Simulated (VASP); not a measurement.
Set up this calculation in VASP 6.6.1, as the native input.

- Task: electric field gradients
- Functional: PBEsol
- Potentials or basis: VASP PAW PBE potentials, release 64 (K_sv, Cl)
- Cutoff: 400 eV
- k mesh: 7 × 7 × 7
- Occupations: fermi-dirac, width 0.02 eV
- Spin: no spin polarisation
- Dipole correction: no
- Further INCAR settings: ALGO = Normal; EDIFF = 1e-08; NBANDS = 15

The structure of KCl lies in POSCAR:

```
KCl
1.0
    3.6340000000     -0.0363400000     -0.0363400000
   -0.0363400000      3.6340000000     -0.0363400000
   -0.0363400000     -0.0363400000      3.6340000000
K Cl
1 1
Direct
    0.0000000000      0.0000000000      0.0000000000
    0.5000000000      0.5000000000      0.5000000000
```

This cell differs from its parent crystal: equal xy, yz and zx shear strains of -2 %.

One way to write it, as run:

INCAR

```
PREC = Accurate
ENCUT = 400
EDIFF = 1E-8
ISMEAR = -1
SIGMA = 0.02
LREAL = F
LASPH = T
NELM = 120
ALGO = Normal
ISIF = 2
LWAVE = F
LCHARG = F
GGA = PS
LEFG = T
NBANDS = 15
GGA_COMPAT = F
```

KPOINTS

```
Automatic mesh
0
Gamma
  7 7 7
```

Potentials or basis: VASP PAW PBE potentials, release 64 (K_sv, Cl).

Launch:

```sh
$ cat potpaw_PBE.64/K_sv/POTCAR potpaw_PBE.64/Cl/POTCAR > POTCAR
$ mpirun -np 1 vasp_std > vasp.out
```

Results of the run:

```json
{
 "Pressure": "2.5 GPa",
 "Band gap on the k mesh": "5.39 eV (least direct gap 5.59 eV)",
 "Largest electric field gradient by atom": "K -5.0; Cl -1.9 V/Å²"
}
```

Caveat: the cell differs from its parent crystal (equal xy, yz and zx shear strains of -2 %); without QUAD_EFG the Cq values of the log hold for a quadrupole moment of 1 mb, not for the nuclei; the PAW data sets were made with another functional, which shifts forces and pressure a little.

Run time: 15 s on 1 thread of AMD EPYC 7R13 Processor (Zen 3) (shared host), peak memory 0.12 GiB.
